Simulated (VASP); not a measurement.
# ZnSe (F-43m) in VASP: vibrations by perturbation theory with PBEsol

Aim: the vibrations by perturbation theory of ZnSe with PBEsol.

Everything below comes from runs of VASP 6.6.1. Logs are shortened: lines on timing, memory, paths and dates and some standing lists are left out, and cuts for length are marked.

## (1) The cell of the first run

The structure is cubic, space group F-43m (No. 216). Conventional cell: a = 5.490 Å, b = 5.490 Å, c = 5.490 Å, α = 90.00°, β = 90.00°, γ = 90.00°. Within 3.1 Å of Zn (site symmetry -43m) lie 4 Se at 2.38 Å. Se (site symmetry -43m) has 4 Zn at 2.38 Å within 3.1 Å.

## (2) Vibrations by perturbation theory, PBEsol

INCAR

```
SYSTEM = ZnSe
ALGO = Normal
EDIFF = 1E-8
ENCUT = 520
GGA = PS
IBRION = 8
ISIF = 2
ISMEAR = 0
LASPH = .TRUE.
LCHARG = .TRUE.
LEPSILON = .TRUE.
LREAL = .FALSE.
LWAVE = .FALSE.
NELM = 60
NSW = 1
PREC = Accurate
SIGMA = 0.01
```

KPOINTS

```
k-points
0
G
  8 8 8
  0 0 0
```

POSCAR

```
ZnSe
1.0
    0.0000000000      2.7451712527      2.7451712527
    2.7451712527      0.0000000000      2.7451712527
    2.7451712527      2.7451712527      0.0000000000
Zn Se
1 1
Direct
    0.0000000000      0.0000000000      0.0000000000
    0.7500000000      0.7500000000      0.7500000000
```

Potentials or basis: VASP PAW PBE potentials, release 64 (Zn, Se).

Run with:

```bash
$ cat potpaw_PBE.64/Zn/POTCAR potpaw_PBE.64/Se/POTCAR > POTCAR
$ mpirun -np 1 vasp_std > vasp.out
```

OUTCAR:

```text
SYSTEM = ZnSe
   EDIFF = 1E-8
   ENCUT = 520
   GGA = PS
   IBRION = 8
   ISIF = 2
   ISMEAR = 0
   LASPH = .TRUE.
   LEPSILON = .TRUE.
   LREAL = .FALSE.
   NELM = 60
   NSW = 1
   PREC = Accurate

 ion  position               nearest neighbor table
   1  0.000  0.000  0.000-   2 2.38   2 2.38   2 2.38   2 2.38
   2  0.750  0.750  0.750-   1 2.38   1 2.38   1 2.38   1 2.38

  LATTYP: Found a face centered cubic cell.
 ALAT       =     5.4903425054

  Lattice vectors:

 A1 = (   0.0000000000,   2.7451712527,   2.7451712527)
 A2 = (   2.7451712527,   0.0000000000,   2.7451712527)
 A3 = (   2.7451712527,   2.7451712527,   0.0000000000)

Analysis of symmetry for initial positions (statically):
=====================================================================
 Subroutine PRICEL returns:
 Original cell was already a primitive cell.

 Routine SETGRP: Setting up the symmetry group for a
 face centered cubic supercell.

 Subroutine GETGRP returns: Found 24 space group operations
 (whereof 24 operations were pure point group operations)
 out of a pool of 48 trial point group operations.

The static configuration has the point symmetry T_d .

Analysis of symmetry for dynamics (positions and initial velocities):
=====================================================================
 Subroutine PRICEL returns:
 Original cell was already a primitive cell.

 Routine SETGRP: Setting up the symmetry group for a
 face centered cubic supercell.

 Subroutine GETGRP returns: Found 24 space group operations
 (whereof 24 operations were pure point group operations)
 out of a pool of 48 trial point group operations.

The dynamic configuration has the point symmetry T_d .

 Subroutine INISYM returns: Found 24 space group operations
 (whereof 24 operations are pure point group operations),
 and found     1 'primitive' translations

----------------------------------------------------------------------------------------

                                     Primitive cell

  volume of cell :      41.3750

  direct lattice vectors                    reciprocal lattice vectors
     0.000000000  2.745171253  2.745171253    -0.182137999  0.182137999  0.182137999
     2.745171253  0.000000000  2.745171253     0.182137999 -0.182137999  0.182137999
     2.745171253  2.745171253  0.000000000     0.182137999  0.182137999 -0.182137999

  length of vectors
     3.882258417  3.882258417  3.882258417     0.315472269  0.315472269  0.315472269

  position of ions in fractional coordinates (direct lattice)
     0.000000000  0.000000000  0.000000000
     0.750000000  0.750000000  0.750000000

  ion indices of the primitive-cell ions
   primitive index   ion index
                 1           1
                 2           2

----------------------------------------------------------------------------------------

 KPOINTS: k-points

Automatic generation of k-mesh.
 Grid dimensions read from file:
 generate k-points for:    8    8    8

 Generating k-lattice:

  Cartesian coordinates                     Fractional coordinates (reciprocal lattice)
[... 534 lines left out ...]
  ---------------------------------------------------
  ---------------------------------------------------
  free energy    TOTEN  =        -0.81144440 eV

  energy without entropy =       -0.81144440

------------------------ aborting loop because EDIFF is reached ----------------------------------------

--------------------------------------- Ionic step        2  -------------------------------------------

------------------------ aborting loop because EDIFF is reached ----------------------------------------

--------------------------------------- Ionic step        3  -------------------------------------------

------------------------ aborting loop because EDIFF is reached ----------------------------------------

 PIEZOELECTRIC TENSOR FIELD DIRECTION 3  (e Angst)
 -----------------------------------------------------------------------------
    -0.00062  1.71924  0.00000           (  0.00000 -0.03323  0.00000)
     1.71924 -0.00062  0.00000           ( -0.03323  0.00000  0.00000)
     0.00000  0.00000 -0.00030           (  0.00000  0.00000 -0.00000)

 PIEZOELECTRIC TENSOR FIELD DIRECTION 3  (C/m^2)
 -----------------------------------------------------------------------------
    -0.00024  0.66575  0.00000
     0.66575 -0.00024  0.00000
     0.00000  0.00000 -0.00011

--------------------------------------- Ionic step        4  -------------------------------------------

------------------------ aborting loop because EDIFF is reached ----------------------------------------

[... ionic steps 5 to 6 ...]

--------------------------------------- Ionic step        7  -------------------------------------------

 Free energy of the ion-electron system (eV)
  ---------------------------------------------------
  ---------------------------------------------------
  free energy    TOTEN  =        -0.08186822 eV

  energy without entropy =       -0.08186822

------------------------ aborting loop because EDIFF is reached ----------------------------------------

 INTERNAL STRAIN TENSOR  FOR ION    2  DIRECTION 1   (eV/Angst):
 -----------------------------------------------------------------------------
    -0.01802  0.00000  0.00000
     0.00000  0.01572  8.71914
     0.00000  8.71914  0.01572

 MACROSCOPIC STATIC DIELECTRIC TENSOR (including local field effects in DFT)
 ------------------------------------------------------
           7.643922     0.000000     0.000000
          -0.000000     7.643922    -0.000000
          -0.000000    -0.000000     7.643922
 ------------------------------------------------------

 PIEZOELECTRIC TENSOR (including local field effects)  for field in x, y, z        (e  Angst)
          XX          YY          ZZ          XY          YZ          ZX
  --------------------------------------------------------------------------------
  x    -0.00000    -0.00000    -0.00000     0.00000     1.73664     0.00000
  y     0.00000     0.00000     0.00000     0.00000     0.00000     1.73664
  z     0.00000    -0.00000    -0.00000     1.73664     0.00000     0.00000

 PIEZOELECTRIC TENSOR (including local field effects)  for field in x, y, z        (C/m^2)
          XX          YY          ZZ          XY          YZ          ZX
  --------------------------------------------------------------------------------
  x    -0.00000    -0.00000    -0.00000     0.00000     0.67248     0.00000
  y     0.00000     0.00000     0.00000     0.00000     0.00000     0.67248
  z     0.00000    -0.00000    -0.00000     0.67248     0.00000     0.00000

 BORN EFFECTIVE CHARGES (including local field effects) (in |e|, cummulative output)
 ---------------------------------------------------------------------------------
 ion    1
    1     1.93146    -0.00000     0.00000
    2     0.00000     1.93146     0.00000
    3     0.00000    -0.00000     1.93146
 ion    2
    1    -1.93146     0.00000    -0.00000
    2    -0.00000    -1.93146    -0.00000
    3    -0.00000     0.00000    -1.93146

 INTERNAL STRAIN TENSOR FOR ION    2 for displacements in x,y,z  (eV/Angst):
          X           Y           Z          XY          YZ          ZX
  --------------------------------------------------------------------------------
  x     0.00000    -0.00000    -0.00000     0.00000     8.71914     0.00000
  y     0.00000     0.00000     0.00000     0.00000     0.00000     8.71914
  z    -0.00000    -0.00000     0.00000     8.71914     0.00000     0.00000

 SECOND DERIVATIVES (NOT SYMMETRIZED)
 ------------------------------------
               1X          1Y          1Z          2X          2Y          2Z
  1X    -7.513533    0.000000    0.000000    7.513533    0.000000    0.000000
  1Y     0.000000   -7.513533    0.000000    0.000000    7.513533    0.000000
  1Z     0.000000    0.000000   -7.513533    0.000000    0.000000    7.513533
  2X     7.525376    0.000000    0.000000   -7.525376    0.000000    0.000000
  2Y     0.000000    7.525376    0.000000    0.000000   -7.525376    0.000000
  2Z     0.000000    0.000000    7.525376    0.000000    0.000000   -7.525376

 Eigenvectors and eigenvalues of the dynamical matrix
 ----------------------------------------------------

   1 f  =    7.167654 THz    45.035696 2PiTHz  239.087190 cm-1    29.643020 meV
             X         Y         Z           dx          dy          dz
      0.000000  0.000000  0.000000     0.000000    0.739333    0.000000
      4.117757  4.117757  4.117757     0.000000   -0.673340    0.000000
[... 21 lines left out ...]
   6 f/i=    0.002810 THz     0.017656 2PiTHz    0.093733 cm-1     0.011621 meV
             X         Y         Z           dx          dy          dz
      0.000000  0.000000  0.000000     0.000000    0.000000   -0.673340
      4.117757  4.117757  4.117757     0.000000    0.000000   -0.739333

--------------------------------------------------------------------------------------------------------

 MACROSCOPIC STATIC DIELECTRIC TENSOR IONIC CONTRIBUTION
 ------------------------------------------------------
           2.169774     0.000000     0.000000
           0.000000     2.169774    -0.000000
           0.000000    -0.000000     2.169774
 ------------------------------------------------------

 ELASTIC MODULI CONTR FROM IONIC RELAXATION (kBar)
 Direction    XX          YY          ZZ          XY          YZ          ZX
 --------------------------------------------------------------------------------
 XX          -0.0000      0.0000      0.0000      0.0000     -0.0000     -0.0000
 YY           0.0000     -0.0000     -0.0000      0.0000      0.0000     -0.0000
 ZZ           0.0000     -0.0000     -0.0000     -0.0000      0.0000     -0.0000
 XY           0.0000      0.0000     -0.0000   -391.9376      0.0000      0.0000
 YZ          -0.0000      0.0000      0.0000      0.0000   -391.9376      0.0000
 ZX          -0.0000     -0.0000     -0.0000      0.0000      0.0000   -391.9376
 --------------------------------------------------------------------------------

 PIEZOELECTRIC TENSOR IONIC CONTR  for field in x, y, z        (C/m^2)
          XX          YY          ZZ          XY          YZ          ZX
  --------------------------------------------------------------------------------
  x    -0.00000     0.00000     0.00000    -0.00000    -0.86774     0.00000
  y    -0.00000    -0.00000    -0.00000    -0.00000    -0.00000    -0.86774
  z     0.00000     0.00000    -0.00000    -0.86774    -0.00000     0.00000
```

It took 13 min on 1 thread of Intel Xeon 8259CL, shared host; peak memory 0.29 GiB.

Results:

| Quantity | Value |
| --- | --- |
| Electronic dielectric tensor (diagonal) | 7.64 |
| Born charges (mean of the diagonal) | Zn +1.93; Se -1.93 e |
| Highest phonon frequency at Γ, LO-TO splitting left out | 239 cm⁻¹ |

Phonon frequencies in cm⁻¹ (negative: imaginary):
| q point | frequencies |
| --- | --- |
| (0.000, 0.000, 0.000) | 0 0 0 239 239 239 |

Electronic dielectric tensor:
```
7.64 0.00 0.00
0.00 7.64 0.00
0.00 0.00 7.64
```

Born effective charge tensors (e):
atom 1, Zn
```
1.93 0.00 0.00
0.00 1.93 0.00
0.00 0.00 1.93
```
atom 2, Se
```
-1.93  0.00  0.00
 0.00 -1.93  0.00
 0.00  0.00 -1.93
```

Caveat: the cell stands under pressure or tension, which shifts response properties.
